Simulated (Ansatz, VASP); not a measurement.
One calculation of Fe, two programs

```
CELL_PARAMETERS angstrom
-1.46199 1.46199 1.46199
1.46199 -1.46199 1.46199
1.46199 1.46199 -1.46199
ATOMIC_POSITIONS crystal
Fe 0.00000 0.00000 0.00000
```

Alike in both runs: task single point; functional HF; k mesh 7 × 7 × 7; occupations fermi-dirac, width 0.05 eV; collinear spin.

```csv
,VASP,Ansatz
version,VASP 6.6.1,Ansatz 0.2.0
potentials or method,"VASP PAW PBE potentials, release 64 (Fe)",Ansatz PAW
plane-wave cutoff (eV),520,420
valence electrons in the cell,8,16
```

```csv
,VASP,Ansatz,Ansatz less VASP
gap on the k mesh at the Fermi level (eV),none,none,-
pressure (GPa),38.0,37.4,-0.58
net moment per atom (μB),3.17,3.17,+0.002
size of the moment on the site where the two differ most (μB),3.34,3.70,+0.356
```

VASP's potentials were made for PBE, not for HF. Site moments also hang on the region over which each program counts them. A gap of «none» marks a metal or a gap that the smearing closes. Both programs put the cell under a high pressure, so it lies far from rest at this level. VASP's potentials hold 8 valence electrons a cell and Ansatz's 16, so a difference there can come from the potentials and not from the codes.

The k mesh is coarse, so the values compare programs but aren't converged. Noted on Ansatz's run: the magnetic or orbital state may not be the lowest; Pulay correction over one GPa.
